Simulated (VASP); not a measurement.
Runs of VASP 6.6.1 on Sb. The structure is that of space group Pm-3m (No. 221), or close to it. The cells are those of the table. 

```tsv
task	cell	smearing	gap on the mesh (eV)	pressure (GPa)
electric field gradients	a = 3.137, b = 3.137, c = 3.207 Å, 1 atom	fermi-dirac 0.05 eV	none	-2.5
electric field gradients	a = 3.099, b = 3.099, c = 3.286 Å, 1 atom	methfessel-paxton 0.05 eV	none	(a)
single point	a = 3.137, b = 3.137, c = 3.207 Å, 1 atom	fermi-dirac 0.05 eV	none	-2.5
single point	a = 3.099, b = 3.099, c = 3.286 Å, 1 atom	fermi-dirac 0.05 eV	none	-2.2
```

Alike in all rows: level PBE; potentials or basis VASP PAW PBE potentials, release 64 (Sb); no spin polarisation; k mesh 13 × 13 × 13; cutoff (eV) 520.

Task: Fill in the values left out.

Result: (a) -2.3.

Caveats: spin-orbit coupling is left out, which moves the levels of the heavy elements.

A k mesh can miss the band edges, and the runs leave out spin-orbit coupling on Sb.

A gap of «none» marks levels without a gap at the run's occupations.
